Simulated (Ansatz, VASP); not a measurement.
## CdS: VASP beside Ansatz

The input POSCAR:

```
CdS
1.0
    0.0000000000      2.7532440000      2.7532440000
    2.7532440000      0.0000000000      2.7532440000
    2.7532440000      2.7532440000      0.0000000000
Cd S
1 1
Direct
    0.0000000000      0.0000000000      0.0000000000
    0.5000000000      0.5000000000      0.5000000000
```

INCAR.step1

```
PREC = Accurate ; ENCUT = 520
EDIFF = 1E-5 ; ISMEAR = -1
SIGMA = 0.05 ; LREAL = False
LASPH = True ; NELM = 60
ALGO = Normal ; ISIF = 2
LWAVE = True ; LCHARG = False
GGA = PE ; NBANDS = 16
```

INCAR.step2

```
PREC = Accurate ; ENCUT = 520
EDIFF = 1E-6 ; ISMEAR = -1
SIGMA = 0.05 ; LREAL = False
LASPH = True ; NELM = 60
ALGO = Normal ; ISIF = 2
LWAVE = False ; LCHARG = False
GGA = PE ; LHFCALC = True
AEXX = 0.25 ; HFSCREEN = 0.3
PRECFOCK = Normal ; ISTART = 1
NBANDS = 16
```

The input KPOINTS:

```
Automatic mesh
0
Gamma
  4 4 4
```

Contents of input.yaml:

```yaml
crystal:
  lattice:
    - [0.0, 2.753244, 2.753244]
    - [2.753244, 0.0, 2.753244]
    - [2.753244, 2.753244, 0.0]
  atoms:
    - { symbol: Cd, position: [0.0, 0.0, 0.0] }
    - { symbol: S, position: [0.5, 0.5, 0.5] }
hamiltonian:
  xc: { exchange: pbe, correlation: pbe, exx: { coeff: 0.25, omega: 0.3 } }
  pseudopotentials: { kind: paw }
kpoints:
  mp_grid: { grid: [4, 4, 4] }
scf:
  occupations: { method: fermi_dirac, width: 0.05 }
output:
  forces: true
  stress: true
  eigenvalues: true
```

Alike in both runs: task single point; functional PBE-based screened hybrid with a share of 0.25 of exact exchange and HFSCREEN = 0.3; k mesh 4 × 4 × 4; occupations fermi-dirac, width 0.05 eV; no spin polarisation.

|  | VASP | Ansatz |
| --- | --- | --- |
| version | VASP 6.6.1 | Ansatz 0.2.0 |
| potentials or method | VASP PAW PBE potentials, release 64 (Cd, S) | Ansatz PAW |
| plane-wave cutoff (eV) | 520 | 420 |
| valence electrons in the cell | 18 | 26 |

Ansatz gave:

| Quantity | Value |
| --- | --- |
| gap on the k mesh at the Fermi level (eV) | 1.03 |
| least direct gap on the mesh (eV) | 2.38 |
| pressure (GPa) | -1.6 |

Task: Which values does VASP return?

Result: gap on the k mesh at the Fermi level (eV): 1.02; least direct gap on the mesh (eV): 2.35; pressure (GPa): -1.3.

VASP's potentials were made for PBE, not for PBE-based screened hybrid. VASP's potentials hold 18 valence electrons a cell and Ansatz's 26, so a difference there can come from the potentials and not from the codes.

The k mesh is coarse, so the values compare programs but aren't converged.
